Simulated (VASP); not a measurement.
# FeO (Wuestite) in VASP: further runs, part 2 of 3

VASP 6.6.1. The steps go on from the part before.

### 3 Single point, revPBE+D4, collinear spin, ferromagnetic start

This run uses another cell than the first one, of 9.84 Å³/atom, 0.978 times its volume.

Contents of INCAR:

```
SYSTEM = FeO
  PREC = Accurate
  ENCUT = 520
  EDIFF = 1E-6
  ISMEAR = -1
  SIGMA = 0.05
  LREAL = .False.
  LASPH = .True.
  NELM = 150
  ALGO = Normal
  ISIF = 2
  LWAVE = .False.
  LCHARG = .False.
  ISPIN = 2
  MAGMOM = 3 0
  LORBIT = 11
  LMAXMIX = 4
  GGA = RE
  IVDW = 13
  NBANDS = 18
```

Contents of KPOINTS:

```
regular mesh
0
Gamma
  11 11 11
  0 0 0
```

Contents of POSCAR:

```
FeO
1.0
    1.5153134797      0.8748666454      2.4748565771
   -1.5153134797      0.8748666454      2.4748565771
    0.0000000000     -1.7497332908      2.4748565771
Fe O
1 1
Direct
    0.0000000000      0.0000000000      0.0000000000
    0.5000000000      0.5000000000      0.5000000000
```

Potentials or basis: VASP PAW PBE potentials, release 64 (Fe, O).

Command:

```
cat potpaw_PBE.64/Fe/POTCAR potpaw_PBE.64/O/POTCAR > POTCAR
mpirun -np 1 vasp_std > vasp.out
```

OUTCAR:

```text
SYSTEM = FeO
   PREC = Accurate
   ENCUT = 520
   EDIFF = 1E-6
   ISMEAR = -1
   LREAL = .False.
   LASPH = .True.
   NELM = 150
   ISIF = 2
   ISPIN = 2
   LORBIT = 11
   GGA = RE
   IVDW = 13

 ion  position               nearest neighbor table
   1  0.000  0.000  0.000-   2 2.14   2 2.14   2 2.14   2 2.14   2 2.14   2 2.14
   2  0.500  0.500  0.500-   1 2.14   1 2.14   1 2.14   1 2.14   1 2.14   1 2.14

  LATTYP: Found a trigonal (rhomboedric) cell.
 ALAT       =     3.0309209271
 COS(alpha) =     0.5000969849

  Lattice vectors:

 A1 = (   1.5153134797,   0.8748666454,   2.4748565771)
 A2 = (  -1.5153134797,   0.8748666454,   2.4748565771)
 A3 = (   0.0000000000,  -1.7497332908,   2.4748565771)

Analysis of symmetry for initial positions (statically):
=====================================================================
 Subroutine PRICEL returns:
 Original cell was already a primitive cell.

 Routine SETGRP: Setting up the symmetry group for a
 trigonal (rhombohedral) supercell.

 Subroutine GETGRP returns: Found 12 space group operations
 (whereof 12 operations were pure point group operations)
 out of a pool of 12 trial point group operations.

The static configuration has the point symmetry D_3d.

Analysis of symmetry for dynamics (positions and initial velocities):
=====================================================================
 Subroutine PRICEL returns:
 Original cell was already a primitive cell.

 Routine SETGRP: Setting up the symmetry group for a
 trigonal (rhombohedral) supercell.

 Subroutine GETGRP returns: Found 12 space group operations
 (whereof 12 operations were pure point group operations)
 out of a pool of 12 trial point group operations.

The dynamic configuration has the point symmetry D_3d.

Analysis of structural, dynamic, and magnetic symmetry:
=====================================================================
 Subroutine PRICEL returns:
 Original cell was already a primitive cell.

[... 149 lines left out ...]
  ---------------------------------------------------
  free energy    TOTEN  =       -14.23299500 eV

  energy without entropy =      -14.22144130  energy(sigma->0) =      -14.22721815

 E-fermi :   6.5283     XC(G=0): -12.1455

 val. band max:        6.5242310662   @ k =  -0.2727   0.3636   0.0909
 cond. band min:       6.5294488218   @ k =  -0.3636   0.2727   0.1818
 fundamental gap:      0.0052177556
 Fermi energy:         6.5283145741

 spin component 1

 k-point     1 :       0.0000    0.0000    0.0000
  band No.  band energies     occupation
      1     -14.4204      1.00000
      2       2.5834      1.00000
      3       2.5841      1.00000
      4       2.5841      1.00000
      5       2.6443      1.00000
      6       2.6453      1.00000
[... 493 lines left out ...]
     17      33.3512      0.00000
     18      35.0925      0.00000

 [... further k-points ...]

 spin component 2

 k-point     1 :       0.0000    0.0000    0.0000
  band No.  band energies     occupation
      1     -13.8858      1.00000
      2       3.2122      1.00000
      3       3.2132      1.00000
      4       3.2132      1.00000
      5       5.7756      1.00000
      6       5.7764      1.00000
[... 493 lines left out ...]
     17      34.1389      0.00000
     18      35.8455      0.00000

 [... further k-points ...]

------------------------ aborting loop because EDIFF is reached ----------------------------------------

  DFT-D4 for vdW energy calculation

  Edisp (eV):   -1.28617

  FORCE on cell =-STRESS in cart. coord.  units (eV):
  Direction    XX          YY          ZZ          XY          YZ          ZX
  --------------------------------------------------------------------------------------
  -------------------------------------------------------------------------------------
  Total       0.01689     0.01689     0.02108     0.00000     0.00000     0.00000
  in kB       1.37445     1.37445     1.71587     0.00000     0.00000     0.00000
  external pressure =        1.49 kB  Pullay stress =        0.00 kB

 VOLUME and BASIS-vectors are now :
 -----------------------------------------------------------------------------
  energy-cutoff  :      520.00
  volume of cell :       19.69
      direct lattice vectors                 reciprocal lattice vectors
     1.515313480  0.874866645  2.474856577     0.329964728  0.190505224  0.134687940
    -1.515313480  0.874866645  2.474856577    -0.329964728  0.190505224  0.134687940
     0.000000000 -1.749733291  2.474856577     0.000000000 -0.381010449  0.134687940

 POSITION                                       TOTAL-FORCE (eV/Angst)
 -----------------------------------------------------------------------------------
      0.00000      0.00000      0.00000         0.000000     -0.000000     -0.000000
      0.00000      0.00000      3.71228         0.000000      0.000000      0.000000
 -----------------------------------------------------------------------------------
    total drift:                               -0.000000      0.000000     -0.000000

  FREE ENERGIE OF THE ION-ELECTRON SYSTEM (eV)
  ---------------------------------------------------
  free  energy   TOTEN  =       -15.5191699406 eV

  energy  without entropy=      -15.5076162414  energy(sigma->0) =      -15.51339309

 total charge

# of ion       s       p       d       tot
------------------------------------------
    1        0.290   0.368   6.093   6.751
    2        1.560   3.454   0.000   5.014
--------------------------------------------------
tot          1.850   3.822   6.093  11.765

 magnetization (x)

# of ion       s       p       d       tot
------------------------------------------
    1        0.026   0.021   3.575   3.622
    2        0.030   0.273   0.000   0.303
--------------------------------------------------
tot          0.057   0.293   3.575   3.925
```

Wall time 5.2 min (1 thread of AMD EPYC 7R13, shared host); peak memory 0.18 GiB.

What came out:

```yaml
Free_energy: -15.5192 eV
Pressure: 0.1 GPa
Band_gap_on_the_k_mesh: zero (filled and empty bands overlap)
Net_moment: 4.00 μB per cell
Site_moments: Fe +3.62; O +0.30 μB
Valence_electrons_inside_the_program's_atomic_spheres: Fe 6.75; O 5.01
Dispersion_energy_per_atom: -0.643 eV
```

Levels at points of the mesh, in eV from the Fermi level:
Spin up:
| k point | band 7 | band 8 | band 9 | band 10 | band 11 | band 12 |
| --- | --- | --- | --- | --- | --- | --- |
| (0.00, 0.00, 0.00) | -3.88 | -3.74 | -3.74 | 0.19 | 15.55 | 17.18 |
Spin down:
```tsv
k point	band 2	band 3	band 4	band 5	band 6	band 7	band 8	band 9
(0.00, 0.00, 0.00)	-3.32	-3.32	-3.32	-0.75	-0.75	-0.75	0.22	0.22
```

Caveat: the PAW data sets were made with another functional, which shifts forces and pressure a little; a cell with one magnetic atom can't hold antiferromagnetic order, which such compounds often take; semilocal functionals often make such compounds metallic where correlation or magnetic order opens a gap, which also shifts bond lengths; pairwise dispersion overbinds metals, which lowers pressure and volume. With open d or f shells a metallic result of revPBE can be an artefact of self-interaction; +U or a hybrid may open a gap.

(Part 2 of 3 ends here.)
